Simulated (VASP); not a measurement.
Here is a VASP 6.6.1 calculation.

POSCAR

```
HfC
1.0
    0.0000000000      2.2775377028      2.2775377028
    2.2775377028      0.0000000000      2.2775377028
    2.2775377028      2.2775377028      0.0000000000
Hf C
1 1
Direct
    0.5000000000      0.5000000000      0.5000000000
    0.0000000000      0.0000000000      0.0000000000
```

File INCAR.step1:

```
PREC = Accurate
ENCUT = 520
ISMEAR = -1
SIGMA = 0.02
LREAL = F
LASPH = T
NELM = 60
NBANDS = 14
GGA = PE
ALGO = Normal
EDIFF = 1E-4
LWAVE = T
LCHARG = F
```

INCAR.step2

```
PREC = Accurate
ENCUT = 520
EDIFF = 1E-7
ISMEAR = -1
SIGMA = 0.02
LREAL = F
LASPH = T
NELM = 60
ALGO = Normal
ISIF = 2
LWAVE = F
LCHARG = T
METAGGA = R2SCAN
LMIXTAU = T
LELF = T
LVHAR = T
NBANDS = 14
ISTART = 1
```

The input KPOINTS:

```
regular mesh
0
Gamma
  15 15 15
```

Potentials or basis: VASP PAW PBE potentials, release 64 (Hf_pv, C).

Run with:

```bash
$ cat potpaw_PBE.64/Hf_pv/POTCAR potpaw_PBE.64/C/POTCAR > POTCAR
$ cp INCAR.step1 INCAR
$ mpirun -np 1 vasp_std > vasp.out
$ cp INCAR.step2 INCAR
$ mpirun -np 1 vasp_std > vasp.out
```

Problem. Estimate the pressure.

Solution. 14.4 GPa.

Problem. Estimate the band gap on the k mesh.

Solution. Zero (band 7 reaches 7.42 eV, above the bottom of band 8 at 5.90 eV).

Caveat: the PAW data sets were made with another functional, which shifts forces and pressure a little; spin-orbit coupling is left out, which moves the levels of the heavy elements.
